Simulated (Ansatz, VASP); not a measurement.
# HfN in VASP and in Ansatz

INCAR

```
PREC = Accurate ; ENCUT = 600
EDIFF = 1E-6 ; ISMEAR = -1
SIGMA = 0.05 ; LREAL = False
LASPH = True ; NELM = 100
ALGO = Normal ; ISIF = 3
LWAVE = False ; LCHARG = False
GGA = PE ; IBRION = 2
NSW = 60 ; EDIFFG = -0.005
```

Contents of KPOINTS:

```
regular mesh
0
Gamma
  14 14 14
```

POSCAR

```
HfN
1.0
    2.9421643963      0.0000000000      0.0000000000
    0.0000000000      2.9421643963      0.0000000000
    0.0000000000      0.0000000000      2.9421643963
Hf N
1 1
Direct
    0.0000000000      0.0000000000      0.0000000000
    0.5000000000      0.5000000000      0.5000000000
```

Input for Ansatz:

```yaml
crystal:
  lattice:
    - [2.9421643963, 0.0, 0.0]
    - [0.0, 2.9421643963, 0.0]
    - [0.0, 0.0, 2.9421643963]
  atoms:
    - { symbol: Hf, position: [0.0, 0.0, 0.0] }
    - { symbol: "N", position: [0.5, 0.5, 0.5] }
kpoints:
  mp_grid: { grid: [14, 14, 14] }
scf:
  occupations: { method: fermi_dirac, width: 0.05 }
hamiltonian:
  xc: pbe
  pseudopotentials: { kind: paw }
output:
  forces: true
  stress: true
relax:
  f_tol: 0.005
  max_steps: 40
  cell: {}
```

Alike in both runs: task relaxation of cell and atoms; functional PBE; k mesh 14 × 14 × 14; occupations fermi-dirac, width 0.05 eV; no spin polarisation.

|  | VASP | Ansatz |
| --- | --- | --- |
| version | VASP 6.6.1 | Ansatz 0.2.0 |
| potentials or method | VASP PAW PBE potentials, release 64 (Hf_pv, N) | PAW with Ansatz's default frozen-core files, scalar-relativistic |
| plane-wave cutoff (eV) | 600 | 420 |
| valence electrons in the cell | 15 | 31 |

Ansatz gave:

```
relaxed volume (Å³/atom)                                     : 11.27
relaxed cell length with the largest relative difference (Å) : 2.825
```

Question: What did VASP give for the same quantities?

Answer: Relaxed volume (Å³/atom): 11.14; relaxed cell length with the largest relative difference (Å): 2.814.

VASP's potentials hold 15 valence electrons a cell and Ansatz's 31, so a difference there can come from the potentials and not from the codes.

Neither program's run includes spin-orbit coupling.
